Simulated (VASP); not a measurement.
# TlSi2 (R3m) in VASP: further runs, part 2 of 2

VASP 6.6.1. Earlier steps stand in the parts before.

**4. Single point, PBE**

This run uses another cell than the first one, of 24.52 Å³/atom.

The input, INCAR:

```
  ALGO = Fast
  EDIFF = 1E-6
  ENCUT = 520
  GGA = PE
  ISIF = 2
  ISMEAR = 0
  LASPH = T
  LCHARG = F
  LREAL = F
  LWAVE = F
  NBANDS = 18
  NELM = 60
  PREC = Accurate
  SIGMA = 0.1
```

The input, KPOINTS:

```
k-points
0
Gamma
  12 12 12
```

The input, POSCAR:

```
TlSi2
1.0
    1.9112459908      1.1034583873      5.8135261741
   -1.9112459908      1.1034583873      5.8135261741
    0.0000000000     -2.2069167745      5.8135261741
Tl Si
1 2
Direct
    0.7886940520      0.7886940520      0.7886940520
    0.9786792681      0.9786792681      0.9786792681
    0.2665756699      0.2665756699      0.2665756699
```

Potentials or basis: VASP PAW PBE potentials, release 64 (Tl_d, Si).

Launch:

```bash
$ cat potpaw_PBE.64/Tl_d/POTCAR potpaw_PBE.64/Si/POTCAR > POTCAR
$ mpirun -np 1 vasp_std > vasp.out
```

OUTCAR:

```text
EDIFF = 1E-6
   ENCUT = 520
   GGA = PE
   ISIF = 2
   ISMEAR = 0
   LASPH = T
   LREAL = F
   NELM = 60
   PREC = Accurate

 ion  position               nearest neighbor table
   1  0.789  0.789  0.789-   2 3.31   2 3.33   2 3.33   2 3.33   3 3.35   3 3.35   3 3.35
   2  0.979  0.979  0.979-   3 2.34   3 2.34   3 2.34   1 3.31   1 3.33   1 3.33   1 3.33
   3  0.267  0.267  0.267-   2 2.34   2 2.34   2 2.34   1 3.35   1 3.35   1 3.35

  LATTYP: Found a trigonal (rhomboedric) cell.
 ALAT       =     6.2183251947
 COS(alpha) =     0.8110633068

  Lattice vectors:

 A1 = (   1.9112459908,   1.1034583873,   5.8135261741)
 A2 = (  -1.9112459908,   1.1034583873,   5.8135261741)
 A3 = (   0.0000000000,  -2.2069167745,   5.8135261741)

Analysis of symmetry for initial positions (statically):
=====================================================================
 Subroutine PRICEL returns:
 Original cell was already a primitive cell.

 Routine SETGRP: Setting up the symmetry group for a
 trigonal (rhombohedral) supercell.

[... 167 lines left out ...]

  energy without entropy =      -12.35948021  energy(sigma->0) =      -12.36123221

 E-fermi :   5.6090     XC(G=0):  -9.4867

 val. band max:        5.5989692474   @ k =   0.5000   0.2500   0.0833
 cond. band min:       5.6176695961   @ k =   0.5000   0.4167   0.0833
 fundamental gap:      0.0187003488
 Fermi energy:         5.6089639650

 k-point     1 :       0.0000    0.0000    0.0000
  band No.  band energies     occupation
      1      -6.0891      2.00000
      2      -5.7768      2.00000
      3      -5.7768      2.00000
      4      -5.6452      2.00000
      5      -5.6452      2.00000
      6      -5.5189      2.00000
[... 481 lines left out ...]
      5      -5.6092      2.00000
      6      -2.9877      2.00000
[... 10 lines left out ...]
     17      13.6718      0.00000
     18      14.2789      0.00000

 [... further k-points ...]

------------------------ aborting loop because EDIFF is reached ----------------------------------------

  FORCE on cell =-STRESS in cart. coord.  units (eV):
  Direction    XX          YY          ZZ          XY          YZ          ZX
  --------------------------------------------------------------------------------------
  -------------------------------------------------------------------------------------
  Total       -0.0239049     -0.0239049     -0.0278136      0.0000000     -0.0000000      0.0000000
  in kB       -0.5206349     -0.5206349     -0.6057648      0.0000000     -0.0000000      0.0000000
  external PRESSURE =      -0.5490116 kB  Pullay stress =       0.0000000 kB

 VOLUME and BASIS-vectors are now :
 -----------------------------------------------------------------------------
  energy-cutoff  :      520.00
  volume of cell :       73.56
      direct lattice vectors                 reciprocal lattice vectors
     1.911245991  1.103458387  5.813526174     0.261609443  0.151040283  0.057337548
    -1.911245991  1.103458387  5.813526174    -0.261609443  0.151040283  0.057337548
     0.000000000 -2.206916774  5.813526174     0.000000000 -0.302080565  0.057337548

 POSITION                                       TOTAL-FORCE (eV/Angst)
 -----------------------------------------------------------------------------------
      0.00000      0.00000     13.75528         0.000000     -0.000000     -0.000424
      0.00000      0.00000     17.06873         0.000000     -0.000000     -0.011940
      0.00000      0.00000      4.64923         0.000000      0.000000      0.012364
 -----------------------------------------------------------------------------------
    total drift:                               -0.000000     -0.000000      0.000062

  FREE ENERGIE OF THE ION-ELECTRON SYSTEM (eV)
  ---------------------------------------------------
  free  energy   TOTEN  =       -12.3629842141 eV

  energy  without entropy=      -12.3594802115  energy(sigma->0) =      -12.36123221
```

OSZICAR:

```text
N       E                     dE             d eps       ncg     rms          rms(c)
DAV:   1     0.727003012910E+02    0.72700E+02   -0.93681E+03  6804   0.974E+02
DAV:   2    -0.107680378352E+02   -0.83468E+02   -0.81502E+02  8434   0.202E+02
DAV:   3    -0.128042914664E+02   -0.20363E+01   -0.20277E+01  8134   0.268E+01
DAV:   4    -0.128194156083E+02   -0.15124E-01   -0.15121E-01  8334   0.277E+00
DAV:   5    -0.128196264667E+02   -0.21086E-03   -0.21086E-03  8090   0.313E-01    0.476E+00
RMM:   6    -0.124354525762E+02    0.38417E+00   -0.27812E-01  7011   0.219E+00    0.299E+00
RMM:   7    -0.123649130092E+02    0.70540E-01   -0.19599E-01  7563   0.161E+00    0.970E-01
RMM:   8    -0.123630255313E+02    0.18875E-02   -0.25504E-02  7336   0.930E-01    0.139E-01
RMM:   9    -0.123630280821E+02   -0.25509E-05   -0.54165E-03  7861   0.389E-01    0.945E-02
RMM:  10    -0.123629724189E+02    0.55663E-04   -0.11018E-03  7418   0.180E-01    0.432E-02
RMM:  11    -0.123629823152E+02   -0.98963E-05   -0.26298E-04  8009   0.104E-01    0.431E-02
RMM:  12    -0.123629838232E+02   -0.15080E-05   -0.52366E-05  7953   0.447E-02    0.175E-02
RMM:  13    -0.123629843163E+02   -0.49302E-06   -0.15308E-05  7993   0.257E-02    0.511E-03
RMM:  14    -0.123629842141E+02    0.10219E-06   -0.29537E-06  5990   0.110E-02
   1 F= -.12362984E+02 E0= -.12361232E+02  d E =-.350400E-02
```

Run time: 14 min. Hardware: 1 thread of Oxide Virtual Turin-like, shared host; peak memory 0.45 GiB.

Results:

```yaml
Free_energy: -12.3630 eV
Pressure: -0.1 GPa
Largest_force: 0.012 eV/Å
Band_gap_on_the_k_mesh: zero (an odd number of electrons rules out a gap without spin polarisation)
```

Forces on the atoms (eV/Å):
```
Tl   0.000  0.000  0.000
Si   0.000  0.000 -0.012
Si   0.000  0.000  0.012
```

Levels at points of the mesh, in eV from the Fermi level:
```tsv
k point	band 8	band 9	band 10	band 11	band 12	band 13
(0.00, 0.00, 0.00)	-4.86	-0.75	-0.75	2.05	3.00	3.00
(0.50, 0.00, 0.00)	-4.73	-2.42	-2.23	-0.95	0.36	1.42
(0.50, 0.50, 0.00)	-5.33	-3.11	-2.38	0.27	0.82	2.28
(0.50, 0.50, 0.50)	-1.08	-0.77	-0.77	0.24	2.22	2.95
```

Caveat: spin-orbit coupling is left out, which moves the levels of the heavy elements; an odd number of electrons without spin polarisation forces a metal; a magnetic or distorted state may lie lower.

**5. Relaxation of cell and atoms, PBE**

This run uses another cell than the first one, of 24.58 Å³/atom.

The input, INCAR:

```
PREC     = Accurate       # precision mode
ENCUT    = 600            # plane-wave cutoff, eV
EDIFF    = 1E-6           # SCF threshold, eV
ISMEAR   = 0              # smearing method
SIGMA    = 0.1            # smearing width, eV
LREAL    = False          # projectors in reciprocal space
LASPH    = True           # aspherical terms in the spheres
NELM     = 100            # most SCF steps
ALGO     = Fast           # electronic algorithm
ISIF     = 3              # what is computed and relaxed
LWAVE    = False          # write WAVECAR
LCHARG   = False          # write CHGCAR
GGA      = PE             # functional
IBRION   = 2              # ionic algorithm
NSW      = 100            # ionic steps
EDIFFG   = -0.01          # ionic threshold
```

The input, KPOINTS:

```
Automatic mesh
0
Gamma
  12 12 12
```

The input, POSCAR:

```
TlSi2
1.0
    1.9064303459      1.1006780734      5.8567091148
   -1.9064303459      1.1006780734      5.8567091148
    0.0000000000     -2.2013561468      5.8567091148
Tl Si
1 2
Direct
    0.7887770830      0.7887770830      0.7887770830
    0.9782700382      0.9782700382      0.9782700382
    0.2669018688      0.2669018688      0.2669018688
```

Potentials or basis: VASP PAW PBE potentials, release 64 (Tl_d, Si).

Launch:

```bash
$ cat potpaw_PBE.64/Tl_d/POTCAR potpaw_PBE.64/Si/POTCAR > POTCAR
$ mpirun -np 1 vasp_std > vasp.out
```

OUTCAR:

```text
PREC = Accurate
   ENCUT = 600
   EDIFF = 1E-6
   ISMEAR = 0
   LREAL = False
   LASPH = True
   NELM = 100
   ISIF = 3
   GGA = PE
   IBRION = 2
   NSW = 100
   EDIFFG = -0.01

 ion  position               nearest neighbor table
   1  0.789  0.789  0.789-   2 3.33   2 3.35   2 3.35   2 3.35   3 3.36   3 3.36   3 3.36
   2  0.978  0.978  0.978-   3 2.34   3 2.34   3 2.34   1 3.33   1 3.35   1 3.35   1 3.35
   3  0.267  0.267  0.267-   2 2.34   2 2.34   2 2.34   1 3.36   1 3.36   1 3.36

  LATTYP: Found a trigonal (rhomboedric) cell.
 ALAT       =     6.2567571905
 COS(alpha) =     0.8143165154

  Lattice vectors:

 A1 = (   1.9064303459,   1.1006780734,   5.8567091148)
 A2 = (  -1.9064303459,   1.1006780734,   5.8567091148)
 A3 = (   0.0000000000,  -2.2013561468,   5.8567091148)

Analysis of symmetry for initial positions (statically):
=====================================================================
 Subroutine PRICEL returns:
 Original cell was already a primitive cell.

 Routine SETGRP: Setting up the symmetry group for a
 trigonal (rhombohedral) supercell.

 Subroutine GETGRP returns: Found  6 space group operations
 (whereof  6 operations were pure point group operations)
 out of a pool of 12 trial point group operations.

The static configuration has the point symmetry C_3v.

Analysis of symmetry for dynamics (positions and initial velocities):
=====================================================================
 Subroutine PRICEL returns:
 Original cell was already a primitive cell.

 Routine SETGRP: Setting up the symmetry group for a
 trigonal (rhombohedral) supercell.

 Subroutine GETGRP returns: Found  6 space group operations
 (whereof  6 operations were pure point group operations)
 out of a pool of 12 trial point group operations.

The dynamic configuration has the point symmetry C_3v.

 Subroutine INISYM returns: Found  6 space group operations
[... 155 lines left out ...]
  Direction    XX          YY          ZZ          XY          YZ          ZX
  --------------------------------------------------------------------------------------
  -------------------------------------------------------------------------------------
  Total        0.1769457      0.1769457     -0.1629994      0.0000000      0.0000000      0.0000000
  in kB        3.8447184      3.8447184     -3.5416891      0.0000000      0.0000000      0.0000000
  external PRESSURE =       1.3825825 kB  Pullay stress =       0.0000000 kB
[... 92 lines left out ...]
  FREE ENERGIE OF THE ION-ELECTRON SYSTEM (eV)
  ---------------------------------------------------
  free  energy   TOTEN  =       -12.3627969237 eV

  energy  without entropy=      -12.3592263422  energy(sigma->0) =      -12.36101163

[... ionic steps 4 to 7 ...]

--------------------------------------- Ionic step        8  -------------------------------------------

 number of electron      21.0000001 magnetization

------------------------ aborting loop because EDIFF is reached ----------------------------------------
[... 69 lines left out ...]
--------------------------------------- Ionic step       10  -------------------------------------------

 number of electron      21.0000001 magnetization

 Free energy of the ion-electron system (eV)
  ---------------------------------------------------
  ext. energy  EPLUGINS =         0.00000000
  ---------------------------------------------------
  free energy    TOTEN  =       -12.36311070 eV

  energy without entropy =      -12.35960131  energy(sigma->0) =      -12.36135601

 E-fermi :   5.6142     XC(G=0):  -9.4881

 val. band max:        5.6049972326   @ k =   0.5000   0.2500   0.0833
 cond. band min:       5.6209069345   @ k =   0.5000   0.4167   0.0833
 fundamental gap:      0.0159097018
 Fermi energy:         5.6142039187

 k-point     1 :       0.0000    0.0000    0.0000
  band No.  band energies     occupation
      1      -6.0890      2.00000
      2      -5.7733      2.00000
      3      -5.7733      2.00000
      4      -5.6413      2.00000
      5      -5.6413      2.00000
      6      -5.5181      2.00000
      7      -0.9316      2.00000
      8       0.7554      2.00000
      9       4.8594      2.00000
     10       4.8594      2.00000
     11       7.6680      0.00000
     12       8.6157      0.00000
     13       8.6157      0.00000
     14       9.5447      0.00000
[... 377 lines left out ...]
      1      -5.8096      2.00000
      2      -5.7940      2.00000
      3      -5.7024      2.00000
      4      -5.6763      2.00000
      5      -5.6052      2.00000
      6      -2.9884      2.00000
      7      -1.6799      2.00000
      8       0.7542      2.00000
      9       2.2118      2.00000
     10       3.5651      2.00000
     11       4.5226      2.00000
     12       6.2557      0.00000
     13       7.4456      0.00000
     14       8.6467      0.00000

 [... further k-points ...]

------------------------ aborting loop because EDIFF is reached ----------------------------------------

  FORCE on cell =-STRESS in cart. coord.  units (eV):
  Direction    XX          YY          ZZ          XY          YZ          ZX
  --------------------------------------------------------------------------------------
  -------------------------------------------------------------------------------------
  Total        0.0250640      0.0250640      0.0004895      0.0000000     -0.0000000      0.0000000
  in kB        0.5461154      0.5461154      0.0106647      0.0000000     -0.0000000      0.0000000
  external PRESSURE =       0.3676319 kB  Pullay stress =       0.0000000 kB
[... 18 lines left out ...]
  FREE ENERGIE OF THE ION-ELECTRON SYSTEM (eV)
  ---------------------------------------------------
  free  energy   TOTEN  =       -12.3631107004 eV

  energy  without entropy=      -12.3596013115  energy(sigma->0) =      -12.36135601

 reached required accuracy - stopping structural energy minimisation
```

OSZICAR:

```text
N       E                     dE             d eps       ncg     rms          rms(c)
DAV:   1     0.817111370207E+02    0.81711E+02   -0.10273E+04  5292   0.140E+03
DAV:   2    -0.105364843102E+02   -0.92248E+02   -0.90752E+02  6402   0.246E+02
[... 67 lines left out ...]
   9 F= -.12363092E+02 E0= -.12361330E+02  d E =-.408331E-04
       N       E                     dE             d eps       ncg     rms          rms(c)
DAV:   1    -0.123633126496E+02   -0.22151E-03   -0.95038E-03  5802   0.766E-01    0.851E-02
RMM:   2    -0.123631339820E+02    0.17867E-03   -0.53258E-04  5292   0.195E-01    0.282E-02
RMM:   3    -0.123631098802E+02    0.24102E-04   -0.11338E-04  5292   0.949E-02    0.239E-02
RMM:   4    -0.123631109753E+02   -0.10951E-05   -0.12312E-05  5270   0.325E-02    0.350E-03
RMM:   5    -0.123631107004E+02    0.27492E-06   -0.52252E-06  4662   0.199E-02
  10 F= -.12363111E+02 E0= -.12361356E+02  d E =-.595741E-04
```

Wall time 55 min (1 thread of Oxide Virtual Turin-like, shared host); peak memory 0.52 GiB.

What came out:

```yaml
Free_energy: -12.3631 eV
Relaxed_volume: 24.51 Å³/atom
Relaxed_cell: a = 6.220 Å, b = 6.220 Å, c = 6.220 Å, α = 35.78°, β = 35.78°, γ = 35.78°
Space_group_after_relaxing_to_0.1_Å: R3m (No. 160)
Energy_gained_by_relaxing: 0.4 meV/atom
Ionic_steps: 10
Pressure_after_relaxing: 0.0 GPa
Band_gap_on_the_k_mesh: zero (an odd number of electrons rules out a gap without spin polarisation)
```

Step by step:
| step | energy change (eV) | largest force (eV/Å) | pressure (GPa) | volume (Å³) |
| --- | --- | --- | --- | --- |
| 1 | 0.0000 | 0.0333 | 0.14 | 73.74 |
| 2 | -0.0008 | 0.0067 | -0.12 | 73.96 |
| 3 | -0.0009 | 0.0027 | -0.19 | 74.01 |
| 4 | -0.0009 | 0.0030 | -0.18 | 74.00 |
| 5 | -0.0011 | 0.0182 | -0.03 | 73.76 |
| 6 | -0.0011 | 0.0208 | -0.06 | 73.71 |
| 7 | -0.0011 | 0.0259 | 0.03 | 73.63 |
| 8 | -0.0011 | 0.0235 | -0.01 | 73.66 |
| 9 | -0.0012 | 0.0145 | -0.02 | 73.62 |
| 10 | -0.0012 | 0.0012 | 0.04 | 73.53 |

Final structure:
```
Tl Si
1.0
     1.91057    1.10307    5.81510
    -1.91057    1.10307    5.81510
     0.00000   -2.20614    5.81510
Tl Si
1 2
Direct
  0.78876 0.78876 0.78876
  0.97859 0.97859 0.97859
  0.26660 0.26660 0.26660
```

Levels at points of the mesh, in eV from the Fermi level:
| k point | band 6 | band 7 | band 8 | band 9 | band 10 | band 11 | band 12 | band 13 | band 14 |
| --- | --- | --- | --- | --- | --- | --- | --- | --- | --- |
| (0.00, 0.00, 0.00) | -11.13 | -6.55 | -4.86 | -0.75 | -0.75 | 2.05 | 3.00 | 3.00 | 3.93 |
| (0.50, 0.00, 0.00) | -8.88 | -7.35 | -4.73 | -2.42 | -2.23 | -0.96 | 0.36 | 1.42 | 2.96 |
| (0.50, 0.50, 0.00) | -8.73 | -7.26 | -5.33 | -3.11 | -2.39 | 0.27 | 0.82 | 2.27 | 4.47 |
| (0.50, 0.50, 0.50) | -11.15 | -8.20 | -1.08 | -0.77 | -0.77 | 0.24 | 2.22 | 2.95 | 2.95 |

Caveat: spin-orbit coupling is left out, which moves the levels of the heavy elements; an odd number of electrons without spin polarisation forces a metal; a magnetic or distorted state may lie lower.

**6. Summary**

| task | cell | k mesh | cutoff (eV) | gap on the mesh (eV) | pressure (GPa) | largest force (eV/Å) |
| --- | --- | --- | --- | --- | --- | --- |
| single point | a = 7.262 Å, angles 26.9°, 3 atoms, atomic positions A | 6 × 6 × 6 | 520 | none | -4.3 | 1.18 |
| single point | a = 6.257 Å, angles 35.5°, 3 atoms, atomic positions B | 6 × 6 × 6 | 520 | none | 0.1 | 0.01 |
| single point | a = 6.218 Å, angles 35.8°, 3 atoms, atomic positions C | 12 × 12 × 12 | 520 | none | -0.1 | 0.01 |
| relaxation of cell and atoms | relaxed from a = 6.257 Å, angles 35.5°, 3 atoms, atomic positions B | 12 × 12 × 12 | 600 | none | 0.0 | - |

Alike in all rows: level PBE; potentials or basis VASP PAW PBE potentials, release 64 (Tl_d, Si); no spin polarisation; smearing gaussian 0.1 eV.

Caveats: some runs use coarse meshes; spin-orbit coupling is left out, which moves the levels of the heavy elements; an odd number of electrons without spin polarisation forces a metal; a magnetic or distorted state may lie lower.

Absolute energies hang on the potentials; compare differences alone.

The gap in the log of VASP goes by the Fermi energy; the results here count the filled bands.